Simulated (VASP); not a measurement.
Write the native input for VASP 6.6.1 that does the following.

```yaml
Task: single point
Functional: r2SCAN
Potentials_or_basis: VASP PAW PBE potentials, release 64 (Ti_sv, Os)
Cutoff: 520 eV
k_mesh: 6 × 6 × 6
Occupations: fermi-dirac, width 0.1 eV
Spin: no spin polarisation
Dipole_correction: no
Further_INCAR_settings: ALGO = Normal; EDIFF = 1e-07; NBANDS = 26
```

The system is TiOs3.

```
CELL_PARAMETERS angstrom
3.72555 0.00000 0.00000
0.00000 3.72555 0.00000
0.00000 0.00000 3.72555
ATOMIC_POSITIONS crystal
Ti 0.00000 0.00000 0.00000
Os 0.50000 0.50000 0.00000
Os 0.50000 0.00000 0.50000
Os 0.00000 0.50000 0.50000
```

One way to write it, as run:

POSCAR

```
TiOs3
1.0
    3.7255493442      0.0000000000      0.0000000000
    0.0000000000      3.7255493442      0.0000000000
    0.0000000000      0.0000000000      3.7255493442
Ti Os
1 3
Direct
    0.0000000000      0.0000000000      0.0000000000
    0.5000000000      0.5000000000      0.0000000000
    0.5000000000      0.0000000000      0.5000000000
    0.0000000000      0.5000000000      0.5000000000
```

INCAR.step1

```
PREC = Accurate
ENCUT = 520
ISMEAR = -1
SIGMA = 0.1
LREAL = False
LASPH = True
NELM = 80
NBANDS = 26
GGA = PE
ALGO = Normal
EDIFF = 1E-4
LWAVE = True
LCHARG = False
```

INCAR.step2

```
PREC = Accurate
ENCUT = 520
EDIFF = 1E-7
ISMEAR = -1
SIGMA = 0.1
LREAL = False
LASPH = True
NELM = 80
ALGO = Normal
ISIF = 2
LWAVE = False
LCHARG = True
METAGGA = R2SCAN
LMIXTAU = True
LELF = True
LVHAR = True
NBANDS = 26
ISTART = 1
```

KPOINTS

```
regular mesh
0
Gamma
  6 6 6
```

Potentials or basis: VASP PAW PBE potentials, release 64 (Ti_sv, Os).

Command:

```bash
$ cat potpaw_PBE.64/Ti_sv/POTCAR potpaw_PBE.64/Os/POTCAR > POTCAR
$ cp INCAR.step1 INCAR
$ mpirun -np 1 vasp_std > vasp.out
$ cp INCAR.step2 INCAR
$ mpirun -np 1 vasp_std > vasp.out
```

Results of the run:

The pressure is 46.9 GPa. The band gap on the k mesh is zero (band 18 reaches 13.94 eV, above the bottom of band 19 at 9.26 eV).

Caveat: the PAW data sets were made with another functional, which shifts forces and pressure a little; spin-orbit coupling is left out, which moves the levels of the heavy elements.

Run time: 58 s on 1 thread of Intel(R) Xeon(R) 6975P-C (Granite Rapids), with other jobs on the host, peak memory 0.17 GiB.
